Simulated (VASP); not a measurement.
# Sn3GeCl (Pm-3m) in VASP: a series of runs

The runs below take Sn3GeCl through single point, relaxation of cell and atoms, with PBE.

All numbers are computed with VASP 6.6.1; they aren't measurements. Logs are shortened: lines on timing, memory, paths and dates and some standing lists are left out, and cuts for length are marked.

### Step 1. The cell of the first run

The structure is cubic, space group Pm-3m (No. 221). The conventional cell has a = 4.784 Å, b = 4.784 Å, c = 4.784 Å, α = 90.00°, β = 90.00°, γ = 90.00°. Sn (site symmetry 4/mmm) has 2 Cl at 2.39 Å within 3.2 Å. Ge (site symmetry m-3m) has 12 Sn at 3.38 Å and 8 Cl at 4.14 Å within 4.4 Å. Cl (site symmetry m-3m) has 6 Sn at 2.39 Å within 3.2 Å.

The cell was built from a structure type or drawn by symmetry, and may not be a known phase.

### Step 2. Single point, PBE

INCAR

```
  ALGO = Normal
  EDIFF = 1E-6
  ENCUT = 520
  GGA = PE
  ISIF = 2
  ISMEAR = 0
  LASPH = T
  LCHARG = T
  LELF = T
  LREAL = F
  LVHAR = T
  LWAVE = F
  NBANDS = 40
  NELM = 60
  PREC = Accurate
  SIGMA = 0.1
```

KPOINTS

```
k-points
0
Gamma
  4 4 4
```

POSCAR

```
Sn3GeCl
1.0
    4.7844230600      0.0000000000      0.0000000000
    0.0000000000      4.7844230600      0.0000000000
    0.0000000000      0.0000000000      4.7844230600
Sn Ge Cl
3 1 1
Direct
    0.0000000000      0.5000000000      0.5000000000
    0.5000000000      0.0000000000      0.5000000000
    0.5000000000      0.5000000000      0.0000000000
    0.0000000000      0.0000000000      0.0000000000
    0.5000000000      0.5000000000      0.5000000000
```

Potentials or basis: VASP PAW PBE potentials, release 64 (Sn_d, Ge_d, Cl).

Launch:

```
$ cat potpaw_PBE.64/Sn_d/POTCAR potpaw_PBE.64/Ge_d/POTCAR potpaw_PBE.64/Cl/POTCAR > POTCAR
$ mpirun -np 1 vasp_std > vasp.out
```

OUTCAR:

```text
EDIFF = 1E-6
   ENCUT = 520
   GGA = PE
   ISIF = 2
   ISMEAR = 0
   LASPH = T
   LREAL = F
   NELM = 60
   PREC = Accurate

 ion  position               nearest neighbor table
   1  0.000  0.500  0.500-   5 2.39   5 2.39   2 3.38   3 3.38   2 3.38   2 3.38   3 3.38   3 3.38
                             3 3.38   2 3.38
   2  0.500  0.000  0.500-   5 2.39   5 2.39   1 3.38   3 3.38   1 3.38   3 3.38   3 3.38   3 3.38
                             1 3.38   1 3.38
   3  0.500  0.500  0.000-   5 2.39   5 2.39   1 3.38   1 3.38   2 3.38   2 3.38   2 3.38   2 3.38
                             1 3.38   1 3.38
   4  0.000  0.000  0.000-
   5  0.500  0.500  0.500-   1 2.39   2 2.39   3 2.39   3 2.39   2 2.39   1 2.39

  LATTYP: Found a simple cubic cell.
 ALAT       =     4.7844230600

  Lattice vectors:

 A1 = (   4.7844230600,   0.0000000000,   0.0000000000)
 A2 = (   0.0000000000,   4.7844230600,   0.0000000000)
 A3 = (   0.0000000000,   0.0000000000,   4.7844230600)

Analysis of symmetry for initial positions (statically):
=====================================================================
 Subroutine PRICEL returns:
 Original cell was already a primitive cell.

 Routine SETGRP: Setting up the symmetry group for a
 simple cubic supercell.

 Subroutine GETGRP returns: Found 48 space group operations
 (whereof 48 operations were pure point group operations)
 out of a pool of 48 trial point group operations.

The static configuration has the point symmetry O_h .

Analysis of symmetry for dynamics (positions and initial velocities):
=====================================================================
 Subroutine PRICEL returns:
 Original cell was already a primitive cell.

 Routine SETGRP: Setting up the symmetry group for a
 simple cubic supercell.

 Subroutine GETGRP returns: Found 48 space group operations
 (whereof 48 operations were pure point group operations)
 out of a pool of 48 trial point group operations.

The dynamic configuration has the point symmetry O_h .

 Subroutine INISYM returns: Found 48 space group operations
 (whereof 48 operations are pure point group operations),
 and found     1 'primitive' translations

----------------------------------------------------------------------------------------

                                     Primitive cell

  volume of cell :     109.5188

  direct lattice vectors                    reciprocal lattice vectors
     4.784423060  0.000000000  0.000000000     0.209011617  0.000000000  0.000000000
     0.000000000  4.784423060  0.000000000     0.000000000  0.209011617  0.000000000
     0.000000000  0.000000000  4.784423060     0.000000000  0.000000000  0.209011617

  length of vectors
     4.784423060  4.784423060  4.784423060     0.209011617  0.209011617  0.209011617

  position of ions in fractional coordinates (direct lattice)
     0.000000000  0.500000000  0.500000000
     0.500000000  0.000000000  0.500000000
     0.500000000  0.500000000  0.000000000
     0.000000000  0.000000000  0.000000000
     0.500000000  0.500000000  0.500000000

  ion indices of the primitive-cell ions
   primitive index   ion index
                 1           1
                 2           2
                 3           3
                 4           4
                 5           5

----------------------------------------------------------------------------------------

 KPOINTS: k-points

Automatic generation of k-mesh.
 Grid dimensions read from file:
 generate k-points for:    4    4    4

 Generating k-lattice:

  Cartesian coordinates                     Fractional coordinates (reciprocal lattice)
     0.052252904  0.000000000  0.000000000     0.250000000  0.000000000  0.000000000
     0.000000000  0.052252904  0.000000000     0.000000000  0.250000000  0.000000000
     0.000000000  0.000000000  0.052252904     0.000000000  0.000000000  0.250000000

  Length of vectors
     0.052252904  0.052252904  0.052252904

  Shift w.r.t. Gamma in fractional coordinates (k-lattice)
     0.000000000  0.000000000  0.000000000

 Subroutine IBZKPT returns following result:
 ===========================================

 Found     10 irreducible k-points:

 Following reciprocal coordinates:
            Coordinates               Weight
  0.000000  0.000000  0.000000      1.000000
  0.250000  0.000000  0.000000      6.000000
  0.500000  0.000000  0.000000      3.000000
  0.250000  0.250000  0.000000     12.000000
  0.500000  0.250000  0.000000     12.000000
  0.500000  0.500000  0.000000      3.000000
  0.250000  0.250000  0.250000      8.000000
  0.500000  0.250000  0.250000     12.000000
  0.500000  0.500000  0.250000      6.000000
  0.500000  0.500000  0.500000      1.000000
   k-points           NKPTS =     10   k-points in BZ     NKDIM =     10   number of bands    NBANDS=     40
   number of dos      NEDOS =    301   number of ions     NIONS =      5
   total plane-waves  NPLWV =  46656
   dimension x,y,z NGX =    36 NGY =   36 NGZ =   36
   dimension x,y,z NGXF=    72 NGYF=   72 NGZF=   72
   ions per type =               3   1   1
   NGX,Y,Z   is equivalent  to a cutoff of  12.51, 12.51, 12.51 a.u.
   NGXF,Y,Z  is equivalent  to a cutoff of  25.02, 25.02, 25.02 a.u.
 SYSTEM =  unknown system
   PREC   = accura    normal or accurate (medium, high low for compatibility)
   ISTART =      0    job   : 0-new  1-cont  2-samecut
   ICHARG =      2    charge: 1-file 2-atom 10-const
   ISPIN  =      1    spin polarized calculation?
   LNONCOLLINEAR =      F non collinear calculations
   LSORBIT =      F    spin-orbit coupling
   LASPH  =      T    aspherical Exc in radial PAW
   ENCUT  =  520.0 eV  38.22 Ry    6.18 a.u.   8.90  8.90  8.90*2*pi/ulx,y,z
   NELM   =     60;   NELMIN=  2; NELMDL= -5     # of ELM steps
   EDIFF  = 0.1E-05   stopping-criterion for ELM
   LREAL  =      F    real-space projection
   EDIFFG = 0.1E-04   stopping-criterion for IOM
   NSW    =      0    number of steps for IOM
   IBRION =     -1    ionic relax: 0-MD 1-quasi-New 2-CG
   NFREE  =      0    steps in history (QN), initial steepest desc. (CG)
   ISIF   =      2    stress and relaxation
   ISYM   =      2    0-nonsym 1-usesym 2-fastsym
   POTIM  = 0.5000    time-step for ionic-motion
   TEBEG  =    0.0;   TEEND  =   0.0 temperature during run
   PSTRESS=    0.0 pullay stress
   NELECT =      63.0000    total number of electrons
   NUPDOWN=      -1.0000    fix difference up-down
   EMIN   =  10.00;   EMAX   =-10.00  energy-range for DOS
   EFERMI =   0.00;   METHOD = LEGACY
   ISMEAR =     0;   SIGMA  =   0.10  broadening in eV -4-tet -1-fermi 0-gaus
   EFERMI_NEDOS =   21; number of points for ismear=-14 and -15
   IALGO  =     38    algorithm
   IMIX   =      4    mixing-type and parameters
     AMIX     =   0.40;   BMIX     =  1.00
     AMIX_MAG =   1.60;   BMIX_MAG =  1.00
  volume/ion in A,a.u.               =      21.90       147.81
  Fermi-wavevector in a.u.,A,eV,Ry     =   1.361524  2.572908 25.221783  1.853749
  Thomas-Fermi vector in A             =   2.488093
   LORBIT       =      0    0 simple, 1 ext, 2 COOP (PROOUT), +10 PAW based schemes
   GGA     = PE    functional components
   LHFCALC =     F    Hartree Fock is set to
   AEXX    =    0.0000 exact exchange contribution
   IVDW    =     0    specifies the selected vdW correction
   LEPSILON=     F    determine dielectric tensor
   LRPA    =     F    only Hartree local field effects (RPA)
 non-spin polarized calculation
 Gauss-broadening in eV      SIGMA  =   0.10
  energy-cutoff  :      520.00
  volume of cell :      109.52
 maximum number of plane-waves:      3016
 NGX is ok and might be reduce to    36
   NGX = 17   NGY = 17   NGZ = 17

 number of electron      63.0000031 magnetization

 Free energy of the ion-electron system (eV)
  ---------------------------------------------------
  ext. energy  EPLUGINS =         0.00000000
  ---------------------------------------------------
  free energy    TOTEN  =       -12.49556025 eV

  energy without entropy =      -12.49147454  energy(sigma->0) =      -12.49351740

 E-fermi :   8.9791     XC(G=0): -10.7920

 val. band max:        8.8811578602   @ k =   0.2500   0.2500   0.0000
 cond. band min:       9.3404996126   @ k =   0.5000   0.2500   0.0000
 fundamental gap:      0.4593417523
 Fermi energy:         8.9791219783

 k-point     1 :       0.0000    0.0000    0.0000
  band No.  band energies     occupation
      1     -15.9750      2.00000
      2     -15.9750      2.00000
      3     -15.9750      2.00000
      4     -15.9743      2.00000
      5     -15.9743      2.00000
      6     -14.4027      2.00000
[... 32 lines left out ...]
     39      13.3788      0.00000
     40      13.3788      0.00000

 k-point     2 :       0.2500    0.0000    0.0000
  band No.  band energies     occupation
      1     -15.9750      2.00000
      2     -15.9748      2.00000
      3     -15.9748      2.00000
      4     -15.9742      2.00000
      5     -15.9739      2.00000
      6     -14.2690      2.00000
[... 32 lines left out ...]
     39      14.2684      0.00000
     40      14.5683      0.00000

 k-point     3 :       0.5000    0.0000    0.0000
  band No.  band energies     occupation
      1     -15.9749      2.00000
      2     -15.9746      2.00000
      3     -15.9746      2.00000
      4     -15.9741      2.00000
      5     -15.9735      2.00000
      6     -14.1045      2.00000
[... 32 lines left out ...]
     39      13.0223      0.00000
     40      15.5272      0.00000

 k-point     4 :       0.2500    0.2500    0.0000
  band No.  band energies     occupation
      1     -15.9749      2.00000
      2     -15.9748      2.00000
      3     -15.9748      2.00000
      4     -15.9740      2.00000
      5     -15.9737      2.00000
      6     -14.1279      2.00000
[... 32 lines left out ...]
     39      13.6301      0.00000
     40      14.6116      0.00000

 k-point     5 :       0.5000    0.2500    0.0000
  band No.  band energies     occupation
      1     -15.9749      2.00000
      2     -15.9748      2.00000
      3     -15.9746      2.00000
      4     -15.9739      2.00000
      5     -15.9733      2.00000
      6     -13.9491      2.00000
[... 32 lines left out ...]
     39      13.7296      0.00000
     40      14.0722      0.00000

 k-point     6 :       0.5000    0.5000    0.0000
  band No.  band energies     occupation
      1     -15.9751      2.00000
      2     -15.9746      2.00000
      3     -15.9746      2.00000
      4     -15.9739      2.00000
      5     -15.9730      2.00000
      6     -13.7348      2.00000
[... 32 lines left out ...]
     39      14.0772      0.00000
     40      14.8301      0.00000

 k-point     7 :       0.2500    0.2500    0.2500
  band No.  band energies     occupation
      1     -15.9749      2.00000
      2     -15.9749      2.00000
      3     -15.9748      2.00000
      4     -15.9737      2.00000
      5     -15.9737      2.00000
      6     -13.9811      2.00000
[... 32 lines left out ...]
     39      13.5962      0.00000
     40      13.5962      0.00000

 k-point     8 :       0.5000    0.2500    0.2500
  band No.  band energies     occupation
      1     -15.9749      2.00000
      2     -15.9749      2.00000
      3     -15.9748      2.00000
      4     -15.9737      2.00000
      5     -15.9733      2.00000
      6     -13.7907      2.00000
[... 32 lines left out ...]
     39      13.2048      0.00000
     40      13.8118      0.00000

 k-point     9 :       0.5000    0.5000    0.2500
  band No.  band energies     occupation
      1     -15.9751      2.00000
      2     -15.9749      2.00000
      3     -15.9749      2.00000
      4     -15.9736      2.00000
      5     -15.9732      2.00000
      6     -13.5693      2.00000
[... 32 lines left out ...]
     39      13.5063      0.00000
     40      14.2779      0.00000

 k-point    10 :       0.5000    0.5000    0.5000
  band No.  band energies     occupation
      1     -15.9752      2.00000
      2     -15.9752      2.00000
      3     -15.9752      2.00000
      4     -15.9733      2.00000
      5     -15.9733      2.00000
      6     -13.3822      2.00000
[... 32 lines left out ...]
     39      14.5171      0.00000
     40      14.5171      0.00000

------------------------ aborting loop because EDIFF is reached ----------------------------------------

  FORCE on cell =-STRESS in cart. coord.  units (eV):
  Direction    XX          YY          ZZ          XY          YZ          ZX
  --------------------------------------------------------------------------------------
  -------------------------------------------------------------------------------------
  Total       16.8990397     16.8990397     16.8990397     -0.0000000     -0.0000000     -0.0000000
  in kB      247.2201601    247.2201601    247.2201601     -0.0000000     -0.0000000     -0.0000000
  external PRESSURE =     247.2201601 kB  Pullay stress =       0.0000000 kB

 VOLUME and BASIS-vectors are now :
 -----------------------------------------------------------------------------
  energy-cutoff  :      520.00
  volume of cell :      109.52
      direct lattice vectors                 reciprocal lattice vectors
     4.784423060  0.000000000  0.000000000     0.209011617  0.000000000  0.000000000
     0.000000000  4.784423060  0.000000000     0.000000000  0.209011617  0.000000000
     0.000000000  0.000000000  4.784423060     0.000000000  0.000000000  0.209011617

 POSITION                                       TOTAL-FORCE (eV/Angst)
 -----------------------------------------------------------------------------------
      0.00000      2.39221      2.39221         0.000000      0.000000      0.000000
      2.39221      0.00000      2.39221         0.000000      0.000000      0.000000
      2.39221      2.39221      0.00000         0.000000      0.000000      0.000000
      0.00000      0.00000      0.00000         0.000000      0.000000      0.000000
      2.39221      2.39221      2.39221         0.000000      0.000000      0.000000
 -----------------------------------------------------------------------------------
    total drift:                                0.000000      0.000000      0.000000

  FREE ENERGIE OF THE ION-ELECTRON SYSTEM (eV)
  ---------------------------------------------------
  free  energy   TOTEN  =       -12.4955602507 eV

  energy  without entropy=      -12.4914745396  energy(sigma->0) =      -12.49351740
```

Run time: 34 s. Hardware: 1 thread of AMD EPYC 7R13 (Zen 3), shared host; peak memory 0.19 GiB.

What came out:

| Quantity | Value |
| --- | --- |
| Free energy | -12.4956 eV |
| Pressure | 24.7 GPa |
| Band gap on the k mesh | zero (an odd number of electrons rules out a gap without spin polarisation) |

Levels at points of the mesh, in eV from the Fermi level:
```csv
k point,band 29,band 30,band 31,band 32,band 33,band 34
"(0.00, 0.00, 0.00)",-2.10,-2.10,-2.10,1.69,1.69,1.69
"(0.50, 0.00, 0.00)",-2.30,-2.06,-0.42,0.48,0.48,0.92
"(0.50, 0.50, 0.00)",-2.19,-0.96,-0.96,-0.37,-0.22,-0.22
"(0.50, 0.50, 0.50)",-2.27,-2.27,-2.27,0.43,1.49,1.49
```

Caveat: the cell stands under pressure; spin-orbit coupling is left out, which moves the levels of the heavy elements; an odd number of electrons without spin polarisation forces a metal; a magnetic or distorted state may lie lower.

[end of part 1 of 2]
